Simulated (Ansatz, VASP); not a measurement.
**One calculation of Na4F3, two programs**

```
Na F
1.0
     5.27288    0.00000    0.00000
     0.00000    5.27288    0.00000
     0.00000    0.00000    5.27288
Na F
4 3
Direct
  0.26337 0.26337 0.26337
  0.73663 0.73663 0.26337
  0.73663 0.26337 0.73663
  0.26337 0.73663 0.73663
  0.00000 0.50000 0.50000
  0.50000 0.00000 0.50000
  0.50000 0.50000 0.00000
```

Alike in both runs: task relaxation of cell and atoms; functional PBE; k mesh 8 × 8 × 8; occupations gaussian, width 0.1 eV; no spin polarisation.

|  | VASP | Ansatz |
| --- | --- | --- |
| version | VASP 6.6.1 | Ansatz 0.2.0 |
| potentials or method | VASP PAW PBE potentials, release 64 (Na_pv, F), cutoff 600 eV | scalar-relativistic, plane waves, PAW |
| valence electrons in the cell | 49 | 57 |

```tsv
	VASP	Ansatz	Ansatz less VASP
gap on the k mesh at the Fermi level, each at its own relaxed structure (eV)	none	none	-
relaxed volume (Å³/atom)	20.84	20.94	+0.106
relaxed length of the cell vector where the two differ most in proportion (Å)	5.264	5.273	+0.0089
```

A gap of «none» marks a metal or a gap that the smearing closes. VASP's potentials hold 49 valence electrons a cell and Ansatz's 57, so a difference there can come from the potentials and not from the codes.
